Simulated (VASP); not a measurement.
# Mg5CdO6 (P4/mmm) in VASP: a series of runs

The runs below take Mg5CdO6 through single point, relaxation of cell and atoms, with PBE.

All numbers are computed with VASP 6.6.1; they aren't measurements. Logs are shortened: lines on timing, memory, paths and dates and some standing lists are left out, and cuts for length are marked.

### 1 The cell of the first run

Symmetry: P4/mmm, No. 123, tetragonal system. Conventional cell: a = 3.097 Å, b = 3.097 Å, c = 13.121 Å, α = 90.00°, β = 90.00°, γ = 90.00°. Within 2.8 Å of Mg (site symmetry 4mm) lie 6 O at 2.11 to 2.36 Å. Within 2.8 Å of Mg (site symmetry 4mm) lie 6 O at 2.08 to 2.19 Å. Within 2.8 Å of Mg (site symmetry 4/mmm) lie 6 O at 2.09 to 2.19 Å. Within 2.9 Å of Cd (site symmetry 4/mmm) lie 6 O at 2.19 to 2.40 Å. Within 2.9 Å of O (site symmetry 4/mmm) lie 4 Cd at 2.19 Å and 2 Mg at 2.36 Å. Within 2.8 Å of O (site symmetry 4mm) lie 5 Mg at 2.08 to 2.19 Å and 1 Cd at 2.40 Å. O (site symmetry 4mm) has 6 Mg at 2.09 to 2.19 Å within 2.8 Å. Within 2.8 Å of O (site symmetry 4/mmm) lie 6 Mg at 2.08 to 2.19 Å.

### 2 Single point, PBE

The input, INCAR:

```
  PREC = Accurate
  ENCUT = 520
  EDIFF = 1E-7
  ISMEAR = 0
  SIGMA = 0.1
  LREAL = F
  LASPH = T
  NELM = 60
  ALGO = Normal
  ISIF = 2
  LWAVE = F
  LCHARG = T
  GGA = PE
  LELF = T
  LVHAR = T
  NBANDS = 41
```

The input, KPOINTS:

```
regular mesh
0
Gamma
  6 6 2
```

The input, POSCAR:

```
Mg5CdO6
1.0
    3.0966276561      0.0000000000      0.0000000000
    0.0000000000      3.0966276561      0.0000000000
    0.0000000000      0.0000000000     13.1208850055
Mg Cd O
5 1 6
Direct
    0.0000000000      0.0000000000      0.8200282259
    0.0000000000      0.0000000000      0.1799717741
    0.5000000000      0.5000000000      0.3412346278
    0.0000000000      0.0000000000      0.5000000000
    0.5000000000      0.5000000000      0.6587653722
    0.5000000000      0.5000000000      0.0000000000
    0.0000000000      0.0000000000      0.0000000000
    0.5000000000      0.5000000000      0.1828170011
    0.0000000000      0.0000000000      0.3406286515
    0.5000000000      0.5000000000      0.5000000000
    0.0000000000      0.0000000000      0.6593713485
    0.5000000000      0.5000000000      0.8171829989
```

Potentials or basis: VASP PAW PBE potentials, release 64 (Mg, Cd, O).

Launch:

```bash
$ cat potpaw_PBE.64/Mg/POTCAR potpaw_PBE.64/Cd/POTCAR potpaw_PBE.64/O/POTCAR > POTCAR
$ mpirun -np 1 vasp_std > vasp.out
```

OUTCAR:

```text
PREC = Accurate
   ENCUT = 520
   EDIFF = 1E-7
   ISMEAR = 0
   LREAL = F
   LASPH = T
   NELM = 60
   ISIF = 2
   GGA = PE

 ion  position               nearest neighbor table
   1  0.000  0.000  0.820-  11 2.11  12 2.19  12 2.19  12 2.19  12 2.19   7 2.36   5 3.04   5 3.04
                             5 3.04   5 3.04   6 3.22   6 3.22   6 3.22   6 3.22
   2  0.000  0.000  0.180-   9 2.11   8 2.19   8 2.19   8 2.19   8 2.19   7 2.36   3 3.04   3 3.04
                             3 3.04   3 3.04   6 3.22   6 3.22   6 3.22   6 3.22
   3  0.500  0.500  0.341-   8 2.08  10 2.08   9 2.19   9 2.19   9 2.19   9 2.19   4 3.02   4 3.02
                             4 3.02   4 3.02   2 3.04   2 3.04   2 3.04   2 3.04
   4  0.000  0.000  0.500-   9 2.09  11 2.09  10 2.19  10 2.19  10 2.19  10 2.19   5 3.02   5 3.02
                             3 3.02   5 3.02   3 3.02   3 3.02   5 3.02   3 3.02
   5  0.500  0.500  0.659-  12 2.08  10 2.08  11 2.19  11 2.19  11 2.19  11 2.19   4 3.02   4 3.02
                             4 3.02   4 3.02   1 3.04   1 3.04   1 3.04   1 3.04
   6  0.500  0.500  0.000-   7 2.19   7 2.19   7 2.19   7 2.19  12 2.40   8 2.40   2 3.22   2 3.22
                             1 3.22   2 3.22   1 3.22   1 3.22   2 3.22   1 3.22
   7  0.000  0.000  0.000-   6 2.19   6 2.19   6 2.19   6 2.19   1 2.36   2 2.36
   8  0.500  0.500  0.183-   3 2.08   2 2.19   2 2.19   2 2.19   2 2.19   6 2.40
   9  0.000  0.000  0.341-   4 2.09   2 2.11   3 2.19   3 2.19   3 2.19   3 2.19
  10  0.500  0.500  0.500-   3 2.08   5 2.08   4 2.19   4 2.19   4 2.19   4 2.19
  11  0.000  0.000  0.659-   4 2.09   1 2.11   5 2.19   5 2.19   5 2.19   5 2.19
  12  0.500  0.500  0.817-   5 2.08   1 2.19   1 2.19   1 2.19   1 2.19   6 2.40

  LATTYP: Found a simple tetragonal cell.
 ALAT       =     3.0966276561
 C/A-ratio  =     4.2371529492

  Lattice vectors:

 A1 = (   3.0966276561,   0.0000000000,   0.0000000000)
 A2 = (   0.0000000000,   3.0966276561,   0.0000000000)
 A3 = (   0.0000000000,   0.0000000000,  13.1208850055)

Analysis of symmetry for initial positions (statically):
=====================================================================
 Subroutine PRICEL returns:
 Original cell was already a primitive cell.

 Routine SETGRP: Setting up the symmetry group for a
 simple tetragonal supercell.

 Subroutine GETGRP returns: Found 16 space group operations
 (whereof 16 operations were pure point group operations)
 out of a pool of 16 trial point group operations.

The static configuration has the point symmetry D_4h.

Analysis of symmetry for dynamics (positions and initial velocities):
=====================================================================
 Subroutine PRICEL returns:
 Original cell was already a primitive cell.

[... 138 lines left out ...]
   EFERMI_NEDOS =   21; number of points for ismear=-14 and -15
   IALGO  =     38    algorithm
   IMIX   =      4    mixing-type and parameters
     AMIX     =   0.40;   BMIX     =  1.00
     AMIX_MAG =   1.60;   BMIX_MAG =  1.00
  volume/ion in A,a.u.               =      10.48        70.75
  Fermi-wavevector in a.u.,A,eV,Ry     =   1.264650  2.389843 21.760348  1.599340
  Thomas-Fermi vector in A             =   2.397944
   LORBIT       =      0    0 simple, 1 ext, 2 COOP (PROOUT), +10 PAW based schemes
   GGA     = PE    functional components
   LHFCALC =     F    Hartree Fock is set to
   AEXX    =    0.0000 exact exchange contribution
   IVDW    =     0    specifies the selected vdW correction
   LEPSILON=     F    determine dielectric tensor
   LRPA    =     F    only Hartree local field effects (RPA)
 non-spin polarized calculation
 Gauss-broadening in eV      SIGMA  =   0.10
  energy-cutoff  :      520.00
  volume of cell :      125.82
 maximum number of plane-waves:      3416
 NGX is ok and might be reduce to    24
   NGX = 11   NGY = 11   NGZ = 49

 number of electron      58.0000015 magnetization

 Free energy of the ion-electron system (eV)
  ---------------------------------------------------
  ext. energy  EPLUGINS =         0.00000000
  ---------------------------------------------------
  free energy    TOTEN  =       -66.40577145 eV

  energy without entropy =      -66.40577145  energy(sigma->0) =      -66.40577145

 E-fermi :   4.2785     XC(G=0): -10.9456

 val. band max:        3.8248850989   @ k =   0.5000   0.0000   0.5000
 cond. band min:       5.2192641776   @ k =   0.0000   0.0000   0.0000
 fundamental gap:      1.3943790786
 Fermi energy:         4.2784995685

 k-point     1 :       0.0000    0.0000    0.0000
  band No.  band energies     occupation
      1     -14.6249      2.00000
      2     -14.2702      2.00000
      3     -14.0599      2.00000
      4     -13.6823      2.00000
      5     -13.3212      2.00000
      6     -13.0612      2.00000
[... 869 lines left out ...]
     40      13.2222      0.00000
     41      13.5621      0.00000

------------------------ aborting loop because EDIFF is reached ----------------------------------------

  FORCE on cell =-STRESS in cart. coord.  units (eV):
  Direction    XX          YY          ZZ          XY          YZ          ZX
  --------------------------------------------------------------------------------------
  -------------------------------------------------------------------------------------
  Total        0.0417215      0.0417215     -0.2201423      0.0000000     -0.0000000      0.0000000
  in kB        0.5312873      0.5312873     -2.8033220      0.0000000     -0.0000000      0.0000000
  external PRESSURE =      -0.5802491 kB  Pullay stress =       0.0000000 kB

 VOLUME and BASIS-vectors are now :
 -----------------------------------------------------------------------------
  energy-cutoff  :      520.00
  volume of cell :      125.82
      direct lattice vectors                 reciprocal lattice vectors
     3.096627656  0.000000000  0.000000000     0.322931948  0.000000000  0.000000000
     0.000000000  3.096627656  0.000000000     0.000000000  0.322931948  0.000000000
     0.000000000  0.000000000 13.120885005     0.000000000  0.000000000  0.076214371

 POSITION                                       TOTAL-FORCE (eV/Angst)
 -----------------------------------------------------------------------------------
      0.00000      0.00000     10.75950         0.000000      0.000000     -0.013801
      0.00000      0.00000      2.36139         0.000000      0.000000      0.013801
      1.54831      1.54831      4.47730         0.000000     -0.000000     -0.001000
      0.00000      0.00000      6.56044         0.000000      0.000000     -0.000000
      1.54831      1.54831      8.64358         0.000000      0.000000      0.001000
      1.54831      1.54831      0.00000         0.000000      0.000000     -0.000000
      0.00000      0.00000      0.00000         0.000000      0.000000     -0.000000
      1.54831      1.54831      2.39872         0.000000     -0.000000      0.030927
      0.00000      0.00000      4.46935         0.000000      0.000000     -0.000187
      1.54831      1.54831      6.56044         0.000000      0.000000     -0.000000
      0.00000      0.00000      8.65154         0.000000      0.000000      0.000187
      1.54831      1.54831     10.72216        -0.000000      0.000000     -0.030927
 -----------------------------------------------------------------------------------
    total drift:                                0.000000     -0.000000     -0.000000

  FREE ENERGIE OF THE ION-ELECTRON SYSTEM (eV)
  ---------------------------------------------------
  free  energy   TOTEN  =       -66.4057714500 eV

  energy  without entropy=      -66.4057714500  energy(sigma->0) =      -66.40577145
```

Wall time 63 s (1 thread of AMD EPYC 9R45 (Zen 5), shared host); peak memory 0.24 GiB.

Results:

```yaml
Free_energy: -66.4058 eV
Pressure: -0.1 GPa
Largest_force: 0.031 eV/Å
Band_gap_on_the_k_mesh: 1.39 eV (least direct gap 2.75 eV)
```

Forces in eV/Å, atoms in the order of the input:
```
Mg   0.000  0.000 -0.014
Mg   0.000  0.000  0.014
Mg   0.000  0.000 -0.001
Mg   0.000  0.000  0.000
Mg   0.000  0.000  0.001
Cd   0.000  0.000  0.000
O    0.000  0.000  0.000
O    0.000  0.000  0.031
O    0.000  0.000  0.000
O    0.000  0.000  0.000
O    0.000  0.000  0.000
O    0.000  0.000 -0.031
```

Stress tensor (GPa, compression positive):
```
 0.05  0.00  0.00
 0.00  0.05  0.00
 0.00  0.00 -0.28
```

Levels at points of the mesh, in eV from the valence-band top:
```
           k point  band 27  band 28  band 29  band 30  band 31  band 32
(0.00, 0.00, 0.00)    -1.51    -1.35    -1.35     1.39     3.81     4.14
(0.50, 0.00, 0.00)    -1.89    -1.35     0.00     4.99     5.43     6.06
(0.50, 0.50, 0.00)    -2.54    -2.54    -2.46     5.01     7.13     8.17
(0.00, 0.00, 0.50)    -1.62    -1.35    -1.35     1.61     3.17     5.10
(0.50, 0.00, 0.50)    -1.89    -1.26     0.00     4.96     5.35     6.22
(0.50, 0.50, 0.50)    -2.56    -2.56    -2.41     5.02     7.28     7.95
```

(Continued in part 2 of 2.)
